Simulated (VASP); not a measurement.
**MoS2: single point with PBE+D3(BJ)**

MoS2:

```
CELL_PARAMETERS angstrom
-3.14948 0.00000 0.00000
-1.57474 -2.72753 0.00000
-2.36211 -1.81836 13.29006
ATOMIC_POSITIONS crystal
Mo 0.97544 0.96070 0.05895
Mo 0.76710 0.62737 0.55895
S 0.05131 0.88210 0.67684
S 0.25965 0.21544 0.17684
S 0.94123 0.70596 0.94106
S 0.14956 0.03930 0.44106
```

* Program: VASP 6.6.1
* Task: single point
* Functional: PBE
* Dispersion: D3(BJ)
* Potentials or basis: VASP PAW PBE potentials, release 64 (Mo_sv, S)
* Cutoff: 520 eV
* k mesh: 10 × 10 × 2
* Occupations: gaussian, width 0.05 eV
* Spin: no spin polarisation
* Dipole correction: no
* Further INCAR settings: ALGO = Normal; EDIFF = 1e-06; NBANDS = 35

```
Pressure                   : 8.1 GPa
Largest force              : 8.409 eV/Å
Band gap on the k mesh     : zero (bands 26 and 27 overlap by 0.08 eV)
Dispersion energy per atom : -0.398 eV
```

Forces in eV/Å, atoms in the order of the input:
```
Mo  -2.749 -3.040  6.782
Mo   0.002 -0.005 -0.010
S   -0.004 -0.003  0.011
S   -0.903 -0.365 -0.015
S    3.658  3.411 -6.760
S   -0.003  0.002 -0.007
```

Stress tensor (GPa, compression positive):
```
 5.79  5.22 -9.98
 5.22  4.33 -8.28
-9.98 -8.28 14.30
```

Levels at points of the mesh, in eV from the Fermi level:
```csv
k point,band 22,band 23,band 24,band 25,band 26,band 27,band 28,band 29,band 30,band 31
"(0.00, 0.00, 0.00)",-2.69,-2.27,-1.95,-1.52,-0.81,0.59,1.01,1.60,1.60,1.72
"(0.50, 0.00, 0.00)",-2.91,-2.16,-2.04,-1.86,-0.68,1.07,1.13,1.19,1.59,2.08
"(0.00, 0.50, 0.00)",-3.32,-2.70,-2.15,-1.87,0.06,0.72,1.04,1.13,1.61,1.83
"(0.50, 0.50, 0.00)",-3.17,-2.62,-2.15,-1.87,-1.40,1.05,1.13,1.58,1.63,2.24
"(0.00, 0.00, 0.50)",-2.69,-2.68,-1.98,-1.13,-0.99,0.58,1.01,1.60,1.60,1.73
"(0.50, 0.00, 0.50)",-3.02,-2.16,-2.14,-1.76,-0.68,1.07,1.13,1.17,1.64,2.08
"(0.00, 0.50, 0.50)",-3.06,-2.92,-2.15,-1.85,0.05,0.72,1.04,1.13,1.57,1.88
"(0.50, 0.50, 0.50)",-3.22,-2.67,-2.15,-1.85,-1.40,1.05,1.13,1.50,1.72,2.24
```

Run time: 4.3 min on 1 thread of AMD EPYC 9R45 96-Core Processor (Zen 5) (shared host), peak memory 0.43 GiB.

Caveat: the cell stands under pressure; forces of over 1 eV/Å act on the atoms, so gaps and moduli don't describe the material at rest.
